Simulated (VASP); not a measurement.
# CaO (Fm-3m) in VASP: single point with PBE

Aim: the single point of CaO with PBE.

Everything below comes from runs of VASP 6.6.1. Logs are shortened: lines on timing, memory, paths and dates and some standing lists are left out, and cuts for length are marked.

**1. The cell of the first run**

The structure is cubic, space group Fm-3m (No. 225). Conventional cell: a = 4.813 Å, b = 4.813 Å, c = 4.813 Å, α = 90.00°, β = 90.00°, γ = 90.00°. Within 3.2 Å of Ca (site symmetry m-3m) lie 6 O at 2.41 Å. O (site symmetry m-3m) has 6 Ca at 2.41 Å within 3.2 Å.

**2. Single point, PBE**

Input file INCAR:

```
PREC = Accurate
ENCUT = 600
EDIFF = 1E-6
ISMEAR = -1
SIGMA = 0.01
LREAL = False
LASPH = True
NELM = 120
ALGO = Normal
ISIF = 2
LWAVE = False
LCHARG = False
GGA = PE
NBANDS = 15
GGA_COMPAT = False
```

Input file KPOINTS:

```
Automatic mesh
0
Gamma
  1 1 1
```

Input file POSCAR:

```
CaO
1.0
    0.0000000000      2.4065000000      2.4065000000
    2.4065000000      0.0000000000      2.4065000000
    2.4065000000      2.4065000000      0.0000000000
Ca O
1 1
Direct
    0.0000000000      0.0000000000      0.0000000000
    0.5000000000      0.5000000000      0.5000000000
```

Potentials or basis: VASP PAW PBE potentials, release 64 (Ca_sv, O).

Run with:

```console
$ cat potpaw_PBE.64/Ca_sv/POTCAR potpaw_PBE.64/O/POTCAR > POTCAR
$ mpirun -np 1 vasp_gam > vasp.out
```

OUTCAR:

```text
PREC = Accurate
   ENCUT = 600
   EDIFF = 1E-6
   ISMEAR = -1
   LREAL = False
   LASPH = True
   NELM = 120
   ISIF = 2
   GGA = PE

 ion  position               nearest neighbor table
   1  0.000  0.000  0.000-   2 2.41   2 2.41   2 2.41   2 2.41   2 2.41   2 2.41
   2  0.500  0.500  0.500-   1 2.41   1 2.41   1 2.41   1 2.41   1 2.41   1 2.41

  LATTYP: Found a face centered cubic cell.
 ALAT       =     4.8130000000

  Lattice vectors:

 A1 = (   0.0000000000,   2.4065000000,   2.4065000000)
 A2 = (   2.4065000000,   0.0000000000,   2.4065000000)
 A3 = (   2.4065000000,   2.4065000000,   0.0000000000)

Analysis of symmetry for initial positions (statically):
=====================================================================
 Subroutine PRICEL returns:
 Original cell was already a primitive cell.

 Routine SETGRP: Setting up the symmetry group for a
 face centered cubic supercell.

 Subroutine GETGRP returns: Found 48 space group operations
 (whereof 48 operations were pure point group operations)
 out of a pool of 48 trial point group operations.

The static configuration has the point symmetry O_h .

Analysis of symmetry for dynamics (positions and initial velocities):
=====================================================================
 Subroutine PRICEL returns:
 Original cell was already a primitive cell.

 Routine SETGRP: Setting up the symmetry group for a
 face centered cubic supercell.

 Subroutine GETGRP returns: Found 48 space group operations
 (whereof 48 operations were pure point group operations)
 out of a pool of 48 trial point group operations.

The dynamic configuration has the point symmetry O_h .

 Subroutine INISYM returns: Found 48 space group operations
 (whereof 48 operations are pure point group operations),
 and found     1 'primitive' translations

----------------------------------------------------------------------------------------

                                     Primitive cell

  volume of cell :      27.8732

  direct lattice vectors                    reciprocal lattice vectors
     0.000000000  2.406500000  2.406500000    -0.207770621  0.207770621  0.207770621
     2.406500000  0.000000000  2.406500000     0.207770621 -0.207770621  0.207770621
     2.406500000  2.406500000  0.000000000     0.207770621  0.207770621 -0.207770621

  length of vectors
     3.403304938  3.403304938  3.403304938     0.359869272  0.359869272  0.359869272

  position of ions in fractional coordinates (direct lattice)
     0.000000000  0.000000000  0.000000000
     0.500000000  0.500000000  0.500000000

  ion indices of the primitive-cell ions
   primitive index   ion index
                 1           1
                 2           2

----------------------------------------------------------------------------------------

 KPOINTS: Automatic mesh

Automatic generation of k-mesh.
 Grid dimensions read from file:
 generate k-points for:    1    1    1

 Generating k-lattice:

  Cartesian coordinates                     Fractional coordinates (reciprocal lattice)
    -0.207770621  0.207770621  0.207770621     1.000000000  0.000000000  0.000000000
     0.207770621 -0.207770621  0.207770621     0.000000000  1.000000000  0.000000000
     0.207770621  0.207770621 -0.207770621     0.000000000  0.000000000  1.000000000

  Length of vectors
     0.359869272  0.359869272  0.359869272

  Shift w.r.t. Gamma in fractional coordinates (k-lattice)
     0.000000000  0.000000000  0.000000000

 Subroutine IBZKPT returns following result:
 ===========================================

 Found      1 irreducible k-points:

 Following reciprocal coordinates:
            Coordinates               Weight
  0.000000  0.000000  0.000000      1.000000
   k-points           NKPTS =      1   k-points in BZ     NKDIM =      1   number of bands    NBANDS=     15
   number of dos      NEDOS =    301   number of ions     NIONS =      2
   total plane-waves  NPLWV =  21952
   dimension x,y,z NGX =    28 NGY =   28 NGZ =   28
   dimension x,y,z NGXF=    56 NGYF=   56 NGZF=   56
   ions per type =               1   1
   NGX,Y,Z   is equivalent  to a cutoff of  13.68, 13.68, 13.68 a.u.
   NGXF,Y,Z  is equivalent  to a cutoff of  27.36, 27.36, 27.36 a.u.
 SYSTEM =  unknown system
   PREC   = accura    normal or accurate (medium, high low for compatibility)
   ISTART =      0    job   : 0-new  1-cont  2-samecut
   ICHARG =      2    charge: 1-file 2-atom 10-const
   ISPIN  =      1    spin polarized calculation?
   LNONCOLLINEAR =      F non collinear calculations
   LSORBIT =      F    spin-orbit coupling
   LASPH  =      T    aspherical Exc in radial PAW
   ENCUT  =  600.0 eV  44.10 Ry    6.64 a.u.   6.80  6.80  6.80*2*pi/ulx,y,z
   NELM   =    120;   NELMIN=  2; NELMDL= -5     # of ELM steps
   EDIFF  = 0.1E-05   stopping-criterion for ELM
   LREAL  =      F    real-space projection
   EDIFFG = 0.1E-04   stopping-criterion for IOM
   NSW    =      0    number of steps for IOM
   IBRION =     -1    ionic relax: 0-MD 1-quasi-New 2-CG
   NFREE  =      0    steps in history (QN), initial steepest desc. (CG)
   ISIF   =      2    stress and relaxation
   ISYM   =      2    0-nonsym 1-usesym 2-fastsym
   POTIM  = 0.5000    time-step for ionic-motion
   TEBEG  =    0.0;   TEEND  =   0.0 temperature during run
   PSTRESS=    0.0 pullay stress
   NELECT =      16.0000    total number of electrons
   NUPDOWN=      -1.0000    fix difference up-down
   EMIN   =  10.00;   EMAX   =-10.00  energy-range for DOS
   EFERMI =   0.00;   METHOD = LEGACY
   ISMEAR =    -1;   SIGMA  =   0.01  broadening in eV -4-tet -1-fermi 0-gaus
   EFERMI_NEDOS =   21; number of points for ismear=-14 and -15
   IALGO  =     38    algorithm
   IMIX   =      4    mixing-type and parameters
     AMIX     =   0.40;   BMIX     =  1.00
     AMIX_MAG =   1.60;   BMIX_MAG =  1.00
  volume/ion in A,a.u.               =      13.94        94.05
  Fermi-wavevector in a.u.,A,eV,Ry     =   1.360564  2.571093 25.186211  1.851134
  Thomas-Fermi vector in A             =   2.487215
   LORBIT       =      0    0 simple, 1 ext, 2 COOP (PROOUT), +10 PAW based schemes
   GGA     = PE    functional components
   LHFCALC =     F    Hartree Fock is set to
   AEXX    =    0.0000 exact exchange contribution
   IVDW    =     0    specifies the selected vdW correction
   LEPSILON=     F    determine dielectric tensor
   LRPA    =     F    only Hartree local field effects (RPA)
 non-spin polarized calculation
  energy-cutoff  :      600.00
  volume of cell :       27.87
 maximum number of plane-waves:       471
 NGX is ok and might be reduce to    28
   NGX = 13   NGY = 13   NGZ = 13

 number of electron      15.9999997 magnetization

 Free energy of the ion-electron system (eV)
  ---------------------------------------------------
  ext. energy  EPLUGINS =         0.00000000
  ---------------------------------------------------
  free energy    TOTEN  =        -3.94438698 eV

  energy without entropy =       -3.94438698  energy(sigma->0) =       -3.94438698

 E-fermi :   5.8259     XC(G=0):  -9.9077

 val. band max:        5.5178792356   @ k =   0.0000   0.0000   0.0000
 cond. band min:       8.1332842939   @ k =   0.0000   0.0000   0.0000
 fundamental gap:      2.6154050583
 Fermi energy:         5.8258899013

 k-point     1 :       0.0000    0.0000    0.0000
  band No.  band energies     occupation
      1     -36.3943      2.00000
      2     -17.1058      2.00000
      3     -17.1058      2.00000
      4     -17.1058      2.00000
      5     -10.0045      2.00000
      6       5.5179      2.00000
      7       5.5179      2.00000
      8       5.5179      2.00000
      9       8.1333      0.00000
     10       8.1333      0.00000
     11       8.1333      0.00000
     12       8.1798      0.00000
     13       9.5234      0.00000
     14       9.5234      0.00000
     15      18.0512      0.00000

------------------------ aborting loop because EDIFF is reached ----------------------------------------

  FORCE on cell =-STRESS in cart. coord.  units (eV):
  Direction    XX          YY          ZZ          XY          YZ          ZX
  --------------------------------------------------------------------------------------
  -------------------------------------------------------------------------------------
  Total        9.0494261      9.0494261      9.0494261      0.0000000     -0.0000000      0.0000000
  in kB      520.1684712    520.1684712    520.1684712      0.0000000     -0.0000000      0.0000000
  external PRESSURE =     520.1684712 kB  Pullay stress =       0.0000000 kB

 VOLUME and BASIS-vectors are now :
 -----------------------------------------------------------------------------
  energy-cutoff  :      600.00
  volume of cell :       27.87
      direct lattice vectors                 reciprocal lattice vectors
     0.000000000  2.406500000  2.406500000    -0.207770621  0.207770621  0.207770621
     2.406500000  0.000000000  2.406500000     0.207770621 -0.207770621  0.207770621
     2.406500000  2.406500000  0.000000000     0.207770621  0.207770621 -0.207770621

 POSITION                                       TOTAL-FORCE (eV/Angst)
 -----------------------------------------------------------------------------------
      0.00000      0.00000      0.00000        -0.000000     -0.000000      0.000000
      2.40650      2.40650      2.40650         0.000000      0.000000     -0.000000
 -----------------------------------------------------------------------------------
    total drift:                                0.000000      0.000000      0.000000

  FREE ENERGIE OF THE ION-ELECTRON SYSTEM (eV)
  ---------------------------------------------------
  free  energy   TOTEN  =        -3.9443869833 eV

  energy  without entropy=       -3.9443869833  energy(sigma->0) =       -3.94438698
```

It took 6.9 s on 1 thread of AMD EPYC 7R13, shared host; peak memory 0.15 GiB.

Results:

```
Free energy : -3.9444 eV
Pressure    : 52.0 GPa
```

Caveat: the k points lie up to 2.26 Å⁻¹ apart, too coarse for converged energies, forces and pressures.
